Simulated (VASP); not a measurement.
# CuAu (P4/mmm) in VASP: notebook

The runs below take CuAu through single point, with LDA, PBE.

All numbers are computed with VASP 6.6.1; they aren't measurements. Logs are shortened: lines on timing, memory, paths and dates and some standing lists are left out, and cuts for length are marked.

## Step 1: The cell of the first run

It takes space group P4/mmm (No. 123, tetragonal). Conventional cell: a = 2.753 Å, b = 2.753 Å, c = 3.610 Å, α = 90.00°, β = 90.00°, γ = 90.00°. Within 3.5 Å of Au (site symmetry 4/mmm) lie 8 Cu at 2.65 Å and 4 Au at 2.75 Å. Within 3.5 Å of Cu (site symmetry 4/mmm) lie 8 Au at 2.65 Å and 4 Cu at 2.75 Å.

## Step 2: Single point, LDA

File INCAR:

```
PREC     = Accurate       # precision mode
ENCUT    = 520            # plane-wave cutoff, eV
EDIFF    = 1E-6           # SCF threshold, eV
ISMEAR   = -1             # smearing method
SIGMA    = 0.05           # smearing width, eV
LREAL    = False          # projectors in reciprocal space
LASPH    = True           # aspherical terms in the spheres
NELM     = 80             # most SCF steps
ALGO     = Fast           # electronic algorithm
ISIF     = 2              # what is computed and relaxed
LWAVE    = False          # write WAVECAR
LCHARG   = True           # write CHGCAR
LELF     = True           # ELF
LVHAR    = True         
NBANDS   = 18             # bands
```

File KPOINTS:

```
regular mesh
0
Gamma
  9 9 7
```

File POSCAR:

```
CuAu
1.0
    2.7533711214      0.0000000000      0.0000000000
    0.0000000000      2.7533711214      0.0000000000
    0.0000000000      0.0000000000      3.6097748106
Au Cu
1 1
Direct
    0.0000000000      0.0000000000      0.0000000000
    0.5000000000      0.5000000000      0.5000000000
```

Potentials or basis: VASP PAW LDA potentials, release 64 (Au, Cu).

The run is started by

```console
cat potpaw_LDA.64/Au/POTCAR potpaw_LDA.64/Cu/POTCAR > POTCAR
mpirun -np 1 vasp_std > vasp.out
```

OUTCAR:

```text
PREC = Accurate
   ENCUT = 520
   EDIFF = 1E-6
   ISMEAR = -1
   LREAL = False
   LASPH = True
   NELM = 80
   ISIF = 2

 ion  position               nearest neighbor table
   1  0.000  0.000  0.000-   2 2.65   2 2.65   2 2.65   2 2.65   2 2.65   2 2.65   2 2.65   2 2.65

   2  0.500  0.500  0.500-   1 2.65   1 2.65   1 2.65   1 2.65   1 2.65   1 2.65   1 2.65   1 2.65

  LATTYP: Found a simple tetragonal cell.
 ALAT       =     2.7533711214
 C/A-ratio  =     1.3110382333

  Lattice vectors:

 A1 = (   2.7533711214,   0.0000000000,   0.0000000000)
 A2 = (   0.0000000000,   2.7533711214,   0.0000000000)
 A3 = (   0.0000000000,   0.0000000000,   3.6097748106)

Analysis of symmetry for initial positions (statically):
=====================================================================
 Subroutine PRICEL returns:
 Original cell was already a primitive cell.

 Routine SETGRP: Setting up the symmetry group for a
 simple tetragonal supercell.

 Subroutine GETGRP returns: Found 16 space group operations
 (whereof 16 operations were pure point group operations)
 out of a pool of 16 trial point group operations.

The static configuration has the point symmetry D_4h.

Analysis of symmetry for dynamics (positions and initial velocities):
=====================================================================
 Subroutine PRICEL returns:
 Original cell was already a primitive cell.

 Routine SETGRP: Setting up the symmetry group for a
 simple tetragonal supercell.

 Subroutine GETGRP returns: Found 16 space group operations
 (whereof 16 operations were pure point group operations)
 out of a pool of 16 trial point group operations.

The dynamic configuration has the point symmetry D_4h.

 Subroutine INISYM returns: Found 16 space group operations
 (whereof 16 operations are pure point group operations),
 and found     1 'primitive' translations

----------------------------------------------------------------------------------------

                                     Primitive cell

  volume of cell :      27.3659

  direct lattice vectors                    reciprocal lattice vectors
     2.753371121  0.000000000  0.000000000     0.363191141  0.000000000  0.000000000
     0.000000000  2.753371121  0.000000000     0.000000000  0.363191141  0.000000000
     0.000000000  0.000000000  3.609774811     0.000000000  0.000000000  0.277025591

  length of vectors
[... 72 lines left out ...]
 SYSTEM =  unknown system
   PREC   = accura    normal or accurate (medium, high low for compatibility)
   ISTART =      0    job   : 0-new  1-cont  2-samecut
   ICHARG =      2    charge: 1-file 2-atom 10-const
   ISPIN  =      1    spin polarized calculation?
   LNONCOLLINEAR =      F non collinear calculations
   LSORBIT =      F    spin-orbit coupling
   LASPH  =      T    aspherical Exc in radial PAW
   ENCUT  =  520.0 eV  38.22 Ry    6.18 a.u.   5.12  5.12  6.71*2*pi/ulx,y,z
   NELM   =     80;   NELMIN=  2; NELMDL= -5     # of ELM steps
   EDIFF  = 0.1E-05   stopping-criterion for ELM
   LREAL  =      F    real-space projection
   EDIFFG = 0.1E-04   stopping-criterion for IOM
   NSW    =      0    number of steps for IOM
   IBRION =     -1    ionic relax: 0-MD 1-quasi-New 2-CG
   NFREE  =      0    steps in history (QN), initial steepest desc. (CG)
   ISIF   =      2    stress and relaxation
   ISYM   =      2    0-nonsym 1-usesym 2-fastsym
   POTIM  = 0.5000    time-step for ionic-motion
   TEBEG  =    0.0;   TEEND  =   0.0 temperature during run
   PSTRESS=    0.0 pullay stress
   NELECT =      22.0000    total number of electrons
   NUPDOWN=      -1.0000    fix difference up-down
   EMIN   =  10.00;   EMAX   =-10.00  energy-range for DOS
   EFERMI =   0.00;   METHOD = LEGACY
   ISMEAR =    -1;   SIGMA  =   0.05  broadening in eV -4-tet -1-fermi 0-gaus
   EFERMI_NEDOS =   21; number of points for ismear=-14 and -15
   IALGO  =     68    algorithm
   IMIX   =      4    mixing-type and parameters
     AMIX     =   0.40;   BMIX     =  1.00
     AMIX_MAG =   1.60;   BMIX_MAG =  1.00
  volume/ion in A,a.u.               =      13.68        92.34
  Fermi-wavevector in a.u.,A,eV,Ry     =   1.522226  2.876590 31.527046  2.317173
  Thomas-Fermi vector in A             =   2.630834
   LORBIT       =      0    0 simple, 1 ext, 2 COOP (PROOUT), +10 PAW based schemes
   GGA     = CA    functional components
   LHFCALC =     F    Hartree Fock is set to
   AEXX    =    0.0000 exact exchange contribution
   IVDW    =     0    specifies the selected vdW correction
   LEPSILON=     F    determine dielectric tensor
   LRPA    =     F    only Hartree local field effects (RPA)
 non-spin polarized calculation
 RMM-DIIS sequential band-by-band and
  energy-cutoff  :      520.00
  volume of cell :       27.37
 maximum number of plane-waves:       753
   NGX = 11   NGY = 11   NGZ = 13

 number of electron      21.9999976 magnetization

 Free energy of the ion-electron system (eV)
  ---------------------------------------------------
  ext. energy  EPLUGINS =         0.00000000
  ---------------------------------------------------
  free energy    TOTEN  =        -9.27967612 eV

  energy without entropy =       -9.27613411  energy(sigma->0) =       -9.27790511

 E-fermi :   9.4413     XC(G=0): -13.3345

 val. band max:        9.3810366249   @ k =   0.1111   0.1111   0.2857
 cond. band min:       9.4617540939   @ k =   0.3333   0.1111   0.4286
 fundamental gap:      0.0807174690
 Fermi energy:         9.4413080073

 k-point     1 :       0.0000    0.0000    0.0000
  band No.  band energies     occupation
      1      -0.9162      2.00000
      2       2.3426      2.00000
      3       2.5150      2.00000
      4       5.1407      2.00000
      5       5.1407      2.00000
      6       6.3413      2.00000
[... 481 lines left out ...]
      5       5.1431      2.00000
      6       5.7248      2.00000
[... 10 lines left out ...]
     17      25.0035      0.00000
     18      25.7297      0.00000

 [... further k-points ...]
[... 5 lines left out ...]
  --------------------------------------------------------------------------------------
  -------------------------------------------------------------------------------------
  Total        0.4213700      0.4213700      0.2114734      0.0000000     -0.0000000     -0.0000000
  in kB       24.6697417     24.6697417     12.3810254      0.0000000     -0.0000000     -0.0000000
  external PRESSURE =      20.5735029 kB  Pullay stress =       0.0000000 kB

 VOLUME and BASIS-vectors are now :
 -----------------------------------------------------------------------------
  energy-cutoff  :      520.00
  volume of cell :       27.37
      direct lattice vectors                 reciprocal lattice vectors
     2.753371121  0.000000000  0.000000000     0.363191141  0.000000000  0.000000000
     0.000000000  2.753371121  0.000000000     0.000000000  0.363191141  0.000000000
     0.000000000  0.000000000  3.609774811     0.000000000  0.000000000  0.277025591

 POSITION                                       TOTAL-FORCE (eV/Angst)
 -----------------------------------------------------------------------------------
      0.00000      0.00000      0.00000         0.000000      0.000000      0.000000
      1.37669      1.37669      1.80489         0.000000      0.000000      0.000000
 -----------------------------------------------------------------------------------
    total drift:                               -0.000000      0.000000      0.000000

  FREE ENERGIE OF THE ION-ELECTRON SYSTEM (eV)
  ---------------------------------------------------
  free  energy   TOTEN  =        -9.2796761156 eV

  energy  without entropy=       -9.2761341081  energy(sigma->0) =       -9.27790511
```

It took 37 s on 1 thread of AMD EPYC 7R43 (Zen 3), shared host; peak memory 0.11 GiB.

Results:

* Free energy: -9.2797 eV
* Pressure: 2.1 GPa
* Band gap on the k mesh: zero (band 11 reaches 13.10 eV, above the bottom of band 12 at 7.34 eV)

Caveat: spin-orbit coupling is left out, which moves the levels of the heavy elements.

## Step 3: Single point, PBE

File INCAR:

```
SYSTEM = CuAu
PREC = Accurate ; ENCUT = 520
EDIFF = 1E-6 ; ISMEAR = -1
SIGMA = 0.05 ; LREAL = .FALSE.
LASPH = .TRUE. ; NELM = 60
ALGO = Fast ; ISIF = 2
LWAVE = .FALSE. ; LCHARG = .TRUE.
GGA = PE ; LELF = .TRUE.
LVHAR = .TRUE. ; NBANDS = 18
```

File KPOINTS:

```
regular mesh
0
G
  9 9 7
  0 0 0
```

POSCAR is that of step 2.

Potentials or basis: VASP PAW PBE potentials, release 64 (Au, Cu).

The run is started by

```console
cat potpaw_PBE.64/Au/POTCAR potpaw_PBE.64/Cu/POTCAR > POTCAR
mpirun -np 1 vasp_std > vasp.out
```

Wall time 41 s (1 thread of AMD EPYC 7R43 (Zen 3), shared host); peak memory 0.11 GiB.

Results (log left out):

```yaml
Free_energy: -6.9539 eV
Pressure: 16.8 GPa
Band_gap_on_the_k_mesh: zero (band 11 reaches 13.33 eV, above the bottom of band 12 at 7.60 eV)
```

Stress tensor (GPa, compression positive):
```
17.26  0.00  0.00
 0.00 17.26  0.00
 0.00  0.00 15.75
```

Levels at points of the mesh, in eV from the Fermi level:
| k point | band 8 | band 9 | band 10 | band 11 | band 12 | band 13 | band 14 | band 15 |
| --- | --- | --- | --- | --- | --- | --- | --- | --- |
| (0.00, 0.00, 0.00) | -2.25 | -1.75 | -1.49 | -1.49 | 2.05 | 8.64 | 10.31 | 10.31 |

Caveat: spin-orbit coupling is left out, which moves the levels of the heavy elements.

## Step 4: Single point, LDA

This run uses another cell than the first one, of 13.97 Å³/atom, 1.021 times its volume.

File INCAR:

```
SYSTEM = CuAu
PREC = Accurate
ENCUT = 520
EDIFF = 1E-6
ISMEAR = -1
SIGMA = 0.05
LREAL = .FALSE.
LASPH = .TRUE.
NELM = 80
ALGO = Normal
ISIF = 2
LWAVE = .FALSE.
LCHARG = .TRUE.
GGA = CA
LELF = .TRUE.
LVHAR = .TRUE.
NBANDS = 18
```

File KPOINTS:

```
Automatic mesh
0
G
  9 9 7
  0 0 0
```

File POSCAR:

```
CuAu
1.0
    2.7727616977      0.0000000000      0.0000000000
    0.0000000000      2.7727616977      0.0000000000
    0.0000000000      0.0000000000      3.6351965976
Au Cu
1 1
Direct
    0.0000000000      0.0000000000      0.0000000000
    0.5000000000      0.5000000000      0.5000000000
```

Potentials or basis: VASP PAW LDA potentials, release 64 (Au, Cu).

The run is started by

```console
cat potpaw_LDA.64/Au/POTCAR potpaw_LDA.64/Cu/POTCAR > POTCAR
mpirun -np 1 vasp_std > vasp.out
```

Run time: 30 s. Hardware: 1 thread of AMD EPYC 7R43 (Zen 3), shared host; peak memory 0.12 GiB.

It converged, with:

```
Free energy            : -9.2800 eV
Pressure               : -2.0 GPa
Band gap on the k mesh : zero (band 11 reaches 12.70 eV, above the bottom of band 12 at 7.05 eV)
```

Stress tensor (GPa, compression positive):
```
-1.75  0.00  0.00
 0.00 -1.75  0.00
 0.00  0.00 -2.64
```

Levels at points of the mesh, in eV from the Fermi level:
| k point | band 7 | band 8 | band 9 | band 10 | band 11 | band 12 | band 13 | band 14 | band 15 | band 16 |
| --- | --- | --- | --- | --- | --- | --- | --- | --- | --- | --- |
| (0.00, 0.00, 0.00) | -2.97 | -2.21 | -1.73 | -1.49 | -1.49 | 2.05 | 8.43 | 10.15 | 10.15 | 17.20 |

Caveat: spin-orbit coupling is left out, which moves the levels of the heavy elements.

## Step 5: Summary

| level | potentials or basis | cell | gap on the mesh (eV) | pressure (GPa) |
| --- | --- | --- | --- | --- |
| LDA | VASP PAW LDA potentials, release 64 (Au, Cu) | a = 2.753, b = 2.753, c = 3.610 Å, 2 atoms | none | 2.1 |
| PBE | VASP PAW PBE potentials, release 64 (Au, Cu) | a = 2.753, b = 2.753, c = 3.610 Å, 2 atoms | none | 16.8 |
| LDA | VASP PAW LDA potentials, release 64 (Au, Cu) | a = 2.773, b = 2.773, c = 3.635 Å, 2 atoms | none | -2.0 |

Alike in all rows: task single point; no spin polarisation; k mesh 9 × 9 × 7; cutoff (eV) 520; smearing fermi-dirac 0.05 eV.

Caveats: spin-orbit coupling is left out, which moves the levels of the heavy elements.

Absolute energies hang on the potentials; compare differences alone.
